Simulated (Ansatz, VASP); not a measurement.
**One calculation of MgAu, two programs**

```
Mg Au
1.0
     3.21495    0.00000    0.00000
     0.00000    3.21495    0.00000
     0.00000    0.00000    3.21495
Mg Au
1 1
Direct
  0.50000 0.50000 0.50000
  0.00000 0.00000 0.00000
```

Change from the starting cell: volume scaled by 0.96, crystal datasets.

Alike in both runs: task electric field gradients; functional LDA; k mesh 13 × 13 × 13; occupations fermi-dirac, width 0.05 eV; no spin polarisation.

|  | VASP | Ansatz |
| --- | --- | --- |
| version | VASP 6.6.1 | Ansatz 0.2.0 |
| potentials or method | VASP PAW LDA potentials, release 64 (Mg, Au), cutoff 520 eV | all-electron PAW with datasets made for the crystal, scalar-relativistic |

|  | VASP | Ansatz | Ansatz less VASP |
| --- | --- | --- | --- |
| pressure (GPa) | -0.1 | 0.4 | +0.41 |

LDA's correlation is that of Perdew and Zunger in VASP and of Perdew and Wang (1992) in Ansatz. Ansatz ran all-electron here, and VASP with PAW potentials.

Spin-orbit coupling is off throughout.
